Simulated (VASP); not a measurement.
# InSb3 (Pm-3m) in VASP: single point with PBE+D3(BJ)

Aim: the single point of InSb3 with PBE+D3(BJ).

All numbers are computed with VASP 6.6.1; they aren't measurements. Logs are shortened: lines on timing, memory, paths and dates and some standing lists are left out, and cuts for length are marked.

## (1) The cell of the first run

The structure is cubic, space group Pm-3m (No. 221). Conventional cell: a = 4.806 Å, b = 4.806 Å, c = 4.806 Å, α = 90.00°, β = 90.00°, γ = 90.00°. In (site symmetry m-3m) has 12 Sb at 3.40 Å within 4.5 Å. Sb (site symmetry 4/mmm) has 4 In at 3.40 Å and 8 Sb at 3.40 Å within 4.5 Å.

## (2) Single point, PBE+D3(BJ)

Input file INCAR:

```
SYSTEM = InSb3
PREC = Accurate ; ENCUT = 520
EDIFF = 1E-7 ; ISMEAR = -1
SIGMA = 0.05 ; LREAL = .FALSE.
LASPH = .TRUE. ; NELM = 60
ALGO = Normal ; ISIF = 2
LWAVE = .FALSE. ; LCHARG = .FALSE.
GGA = PE ; IVDW = 12
NBANDS = 22
```

Input file KPOINTS:

```
Automatic mesh
0
G
  4 4 4
  0 0 0
```

Input file POSCAR:

```
InSb3
1.0
    4.8063670000      0.0000000000      0.0000000000
    0.0000000000      4.8063670000      0.0000000000
    0.0000000000      0.0000000000      4.8063670000
In Sb
1 3
Direct
    0.0000000000      0.0000000000      0.0000000000
    0.5000000000      0.0000000000      0.5000000000
    0.0000000000      0.5000000000      0.5000000000
    0.5000000000      0.5000000000      0.0000000000
```

Potentials or basis: VASP PAW PBE potentials, release 64 (In_d, Sb).

Run with:

```console
$ cat potpaw_PBE.64/In_d/POTCAR potpaw_PBE.64/Sb/POTCAR > POTCAR
$ mpirun -np 1 vasp_std > vasp.out
```

OUTCAR:

```text
SYSTEM = InSb3
   PREC = Accurate
   ENCUT = 520
   EDIFF = 1E-7
   ISMEAR = -1
   LREAL = .FALSE.
   LASPH = .TRUE.
   NELM = 60
   ISIF = 2
   GGA = PE
   IVDW = 12
 IVDW          = 12

 ion  position               nearest neighbor table
   1  0.000  0.000  0.000-   2 3.40   3 3.40   4 3.40   2 3.40   3 3.40   3 3.40   4 3.40   3 3.40
                             2 3.40   4 3.40   2 3.40   4 3.40
   2  0.500  0.000  0.500-   1 3.40   3 3.40   4 3.40   1 3.40   4 3.40   3 3.40   4 3.40   4 3.40
                             1 3.40   3 3.40   1 3.40   3 3.40
   3  0.000  0.500  0.500-   1 3.40   2 3.40   4 3.40   1 3.40   4 3.40   1 3.40   2 3.40   1 3.40
                             2 3.40   4 3.40   4 3.40   2 3.40
   4  0.500  0.500  0.000-   1 3.40   2 3.40   3 3.40   2 3.40   3 3.40   1 3.40   2 3.40   2 3.40
                             1 3.40   3 3.40   3 3.40   1 3.40

  LATTYP: Found a simple cubic cell.
 ALAT       =     4.8063670000

  Lattice vectors:

 A1 = (   4.8063670000,   0.0000000000,   0.0000000000)
 A2 = (   0.0000000000,   4.8063670000,   0.0000000000)
 A3 = (   0.0000000000,   0.0000000000,   4.8063670000)

Analysis of symmetry for initial positions (statically):
=====================================================================
 Subroutine PRICEL returns:
 Original cell was already a primitive cell.

 Routine SETGRP: Setting up the symmetry group for a
 simple cubic supercell.

 Subroutine GETGRP returns: Found 48 space group operations
 (whereof 48 operations were pure point group operations)
 out of a pool of 48 trial point group operations.

The static configuration has the point symmetry O_h .

Analysis of symmetry for dynamics (positions and initial velocities):
=====================================================================
 Subroutine PRICEL returns:
 Original cell was already a primitive cell.

 Routine SETGRP: Setting up the symmetry group for a
 simple cubic supercell.

 Subroutine GETGRP returns: Found 48 space group operations
 (whereof 48 operations were pure point group operations)
 out of a pool of 48 trial point group operations.

The dynamic configuration has the point symmetry O_h .

 Subroutine INISYM returns: Found 48 space group operations
 (whereof 48 operations are pure point group operations),
 and found     1 'primitive' translations

----------------------------------------------------------------------------------------

                                     Primitive cell

  volume of cell :     111.0327

  direct lattice vectors                    reciprocal lattice vectors
     4.806367000  0.000000000  0.000000000     0.208057354  0.000000000  0.000000000
     0.000000000  4.806367000  0.000000000     0.000000000  0.208057354  0.000000000
     0.000000000  0.000000000  4.806367000     0.000000000  0.000000000  0.208057354

  length of vectors
     4.806367000  4.806367000  4.806367000     0.208057354  0.208057354  0.208057354

  position of ions in fractional coordinates (direct lattice)
     0.000000000  0.000000000  0.000000000
     0.500000000  0.000000000  0.500000000
     0.000000000  0.500000000  0.500000000
     0.500000000  0.500000000  0.000000000

  ion indices of the primitive-cell ions
   primitive index   ion index
                 1           1
                 2           2
                 3           3
                 4           4

----------------------------------------------------------------------------------------

 KPOINTS: Automatic mesh

Automatic generation of k-mesh.
 Grid dimensions read from file:
 generate k-points for:    4    4    4

 Generating k-lattice:

  Cartesian coordinates                     Fractional coordinates (reciprocal lattice)
     0.052014338  0.000000000  0.000000000     0.250000000  0.000000000  0.000000000
     0.000000000  0.052014338  0.000000000     0.000000000  0.250000000  0.000000000
     0.000000000  0.000000000  0.052014338     0.000000000  0.000000000  0.250000000

  Length of vectors
     0.052014338  0.052014338  0.052014338

  Shift w.r.t. Gamma in fractional coordinates (k-lattice)
     0.000000000  0.000000000  0.000000000

 Subroutine IBZKPT returns following result:
 ===========================================

 Found     10 irreducible k-points:

 Following reciprocal coordinates:
            Coordinates               Weight
  0.000000  0.000000  0.000000      1.000000
  0.250000  0.000000  0.000000      6.000000
  0.500000  0.000000  0.000000      3.000000
  0.250000  0.250000  0.000000     12.000000
  0.500000  0.250000  0.000000     12.000000
  0.500000  0.500000  0.000000      3.000000
  0.250000  0.250000  0.250000      8.000000
  0.500000  0.250000  0.250000     12.000000
  0.500000  0.500000  0.250000      6.000000
  0.500000  0.500000  0.500000      1.000000
   k-points           NKPTS =     10   k-points in BZ     NKDIM =     10   number of bands    NBANDS=     22
   number of dos      NEDOS =    301   number of ions     NIONS =      4
   total plane-waves  NPLWV =  46656
   dimension x,y,z NGX =    36 NGY =   36 NGZ =   36
   dimension x,y,z NGXF=    72 NGYF=   72 NGZF=   72
   ions per type =               1   3
   NGX,Y,Z   is equivalent  to a cutoff of  12.45, 12.45, 12.45 a.u.
   NGXF,Y,Z  is equivalent  to a cutoff of  24.90, 24.90, 24.90 a.u.
 SYSTEM =  InSb3
   PREC   = accura    normal or accurate (medium, high low for compatibility)
   ISTART =      0    job   : 0-new  1-cont  2-samecut
   ICHARG =      2    charge: 1-file 2-atom 10-const
   ISPIN  =      1    spin polarized calculation?
   LNONCOLLINEAR =      F non collinear calculations
   LSORBIT =      F    spin-orbit coupling
   LASPH  =      T    aspherical Exc in radial PAW
   ENCUT  =  520.0 eV  38.22 Ry    6.18 a.u.   8.94  8.94  8.94*2*pi/ulx,y,z
   NELM   =     60;   NELMIN=  2; NELMDL= -5     # of ELM steps
   EDIFF  = 0.1E-06   stopping-criterion for ELM
   LREAL  =      F    real-space projection
   EDIFFG = 0.1E-05   stopping-criterion for IOM
   NSW    =      0    number of steps for IOM
   IBRION =     -1    ionic relax: 0-MD 1-quasi-New 2-CG
   NFREE  =      0    steps in history (QN), initial steepest desc. (CG)
   ISIF   =      2    stress and relaxation
   ISYM   =      2    0-nonsym 1-usesym 2-fastsym
   POTIM  = 0.5000    time-step for ionic-motion
   TEBEG  =    0.0;   TEEND  =   0.0 temperature during run
   PSTRESS=    0.0 pullay stress
   NELECT =      28.0000    total number of electrons
   NUPDOWN=      -1.0000    fix difference up-down
   EMIN   =  10.00;   EMAX   =-10.00  energy-range for DOS
   EFERMI =   0.00;   METHOD = LEGACY
   ISMEAR =    -1;   SIGMA  =   0.05  broadening in eV -4-tet -1-fermi 0-gaus
   EFERMI_NEDOS =   21; number of points for ismear=-14 and -15
   IALGO  =     38    algorithm
   IMIX   =      4    mixing-type and parameters
     AMIX     =   0.40;   BMIX     =  1.00
     AMIX_MAG =   1.60;   BMIX_MAG =  1.00
  volume/ion in A,a.u.               =      27.76       187.32
  Fermi-wavevector in a.u.,A,eV,Ry     =   1.034294  1.954532 14.555018  1.069764
  Thomas-Fermi vector in A             =   2.168582
   LORBIT       =      0    0 simple, 1 ext, 2 COOP (PROOUT), +10 PAW based schemes
   GGA     = PE    functional components
   LHFCALC =     F    Hartree Fock is set to
   AEXX    =    0.0000 exact exchange contribution
   IVDW    =    12    specifies the selected vdW correction
   LEPSILON=     F    determine dielectric tensor
   LRPA    =     F    only Hartree local field effects (RPA)
 non-spin polarized calculation
  energy-cutoff  :      520.00
  volume of cell :      111.03
 maximum number of plane-waves:      3016
 NGX is ok and might be reduce to    36
   NGX = 17   NGY = 17   NGZ = 17

 number of electron      28.0000010 magnetization

 Free energy of the ion-electron system (eV)
  ---------------------------------------------------
  ext. energy  EPLUGINS =         0.00000000
  ---------------------------------------------------
  free energy    TOTEN  =       -14.25340038 eV

  energy without entropy =      -14.23357101  energy(sigma->0) =      -14.24348570

 E-fermi :   7.6410     XC(G=0): -10.0599

 val. band max:        7.6208932357   @ k =   0.5000   0.2500   0.2500
 cond. band min:       7.9659742207   @ k =   0.2500   0.2500   0.2500
 fundamental gap:      0.3450809849
 Fermi energy:         7.6409834624

 k-point     1 :       0.0000    0.0000    0.0000
  band No.  band energies     occupation
      1      -6.7762      2.00000
      2      -6.7762      2.00000
      3      -6.7610      2.00000
      4      -6.7610      2.00000
      5      -6.7610      2.00000
      6      -4.3217      2.00000
[... 14 lines left out ...]
     21      12.7414      0.00000
     22      13.0056      0.00000

 k-point     2 :       0.2500    0.0000    0.0000
  band No.  band energies     occupation
      1      -6.7736      2.00000
      2      -6.7685      2.00000
      3      -6.7665      2.00000
      4      -6.7665      2.00000
      5      -6.7609      2.00000
      6      -3.9460      2.00000
[... 14 lines left out ...]
     21      13.1213      0.00000
     22      13.3009      0.00000

 k-point     3 :       0.5000    0.0000    0.0000
  band No.  band energies     occupation
      1      -6.7720      2.00000
      2      -6.7720      2.00000
      3      -6.7709      2.00000
      4      -6.7609      2.00000
      5      -6.7607      2.00000
      6      -3.1456      2.00000
[... 14 lines left out ...]
     21      11.8478      0.00000
     22      13.8894      0.00000
[... 126 lines left out ...]
 k-point     9 :       0.5000    0.5000    0.2500
  band No.  band energies     occupation
      1      -6.7941      2.00000
      2      -6.7816      2.00000
      3      -6.7816      2.00000
      4      -6.7538      2.00000
      5      -6.7457      2.00000
      6      -1.4595      2.00000
[... 14 lines left out ...]
     21      13.4403      0.00000
     22      15.6711      0.00000

 k-point    10 :       0.5000    0.5000    0.5000
  band No.  band energies     occupation
      1      -6.7921      2.00000
      2      -6.7921      2.00000
      3      -6.7921      2.00000
      4      -6.7447      2.00000
      5      -6.7447      2.00000
      6      -1.1342      2.00000
[... 14 lines left out ...]
     21      14.2044      0.00000
     22      16.1627      0.00000

------------------------ aborting loop because EDIFF is reached ----------------------------------------

 Edisp (eV)   -1.82561

 E8    (eV) :    -0.8574

  FORCE on cell =-STRESS in cart. coord.  units (eV):
  Direction    XX          YY          ZZ          XY          YZ          ZX
  --------------------------------------------------------------------------------------
  -------------------------------------------------------------------------------------
  Total      -1.55707    -1.55707    -1.55707    -0.00000     0.00000    -0.00000
  in kB     -22.46816   -22.46816   -22.46816    -0.00000     0.00000    -0.00000
  external pressure =      -22.47 kB  Pullay stress =        0.00 kB

 VOLUME and BASIS-vectors are now :
 -----------------------------------------------------------------------------
  energy-cutoff  :      520.00
  volume of cell :      111.03
      direct lattice vectors                 reciprocal lattice vectors
     4.806367000  0.000000000  0.000000000     0.208057354  0.000000000  0.000000000
     0.000000000  4.806367000  0.000000000     0.000000000  0.208057354  0.000000000
     0.000000000  0.000000000  4.806367000     0.000000000  0.000000000  0.208057354

 POSITION                                       TOTAL-FORCE (eV/Angst)
 -----------------------------------------------------------------------------------
      0.00000      0.00000      0.00000         0.000000      0.000000      0.000000
      2.40318      0.00000      2.40318         0.000000      0.000000      0.000000
      0.00000      2.40318      2.40318         0.000000      0.000000      0.000000
      2.40318      2.40318      0.00000         0.000000      0.000000      0.000000
 -----------------------------------------------------------------------------------
    total drift:                                0.000000     -0.000000     -0.000000

  FREE ENERGIE OF THE ION-ELECTRON SYSTEM (eV)
  ---------------------------------------------------
  free  energy   TOTEN  =       -16.0790141678 eV

  energy  without entropy=      -16.0591848030  energy(sigma->0) =      -16.06909949
```

It took 8.4 s on 1 thread of Intel Xeon 6975P-C (Granite Rapids), shared host; peak memory 0.21 GiB.

Results:

- Free energy: -16.0790 eV
- Pressure: -2.2 GPa
- Band gap on the k mesh: zero (band 14 reaches 11.33 eV, above the bottom of band 15 at 6.75 eV)
- Dispersion energy per atom: -0.456 eV

Caveat: spin-orbit coupling is left out, which moves the levels of the heavy elements; pairwise dispersion overbinds metals, which lowers pressure and volume.
